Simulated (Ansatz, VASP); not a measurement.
# One calculation of SiC, two programs

```
CELL_PARAMETERS angstrom
-3.07520 0.00000 0.00000
-1.53760 -2.66320 0.00000
-1.23008 0.00000 10.09633
ATOMIC_POSITIONS crystal
Si 0.97091 0.33333 0.90605
Si 0.17091 0.33333 0.40605
Si 0.60425 0.66667 0.15605
Si 0.40425 0.66667 0.65605
C 0.29575 0.33333 0.09395
C 0.09575 0.33333 0.59395
C 0.52909 0.66667 0.34395
C 0.32909 0.66667 0.84395
```

Alike in both runs: task single point; functional r2SCAN; k mesh 8 × 8 × 3; occupations gaussian, width 0.05 eV; no spin polarisation.

|  | VASP | Ansatz |
| --- | --- | --- |
| version | VASP 6.6.1 | Ansatz 0.2.0 |
| potentials or method | VASP PAW PBE potentials, release 64 (Si, C), cutoff 520 eV | scalar-relativistic, plane waves, PAW |
| valence electrons in the cell | 32 | 32 |

```csv
,VASP,Ansatz,Ansatz less VASP
gap on the k mesh at the Fermi level (eV),0.99,0.99,+0.001
least direct gap on the mesh (eV),1.73,1.73,+0.002
pressure (GPa),-1.5,-1.4,+0.14
"traceless stress, the component that is largest in VASP (GPa)",8.24,8.18,-0.058
rms of the force components (eV/Å),0.538,0.537,-0.0006
```

VASP's potentials were made for PBE, not for r2SCAN. Atom by atom the forces differ by 0.006 eV/Å (rms over components).
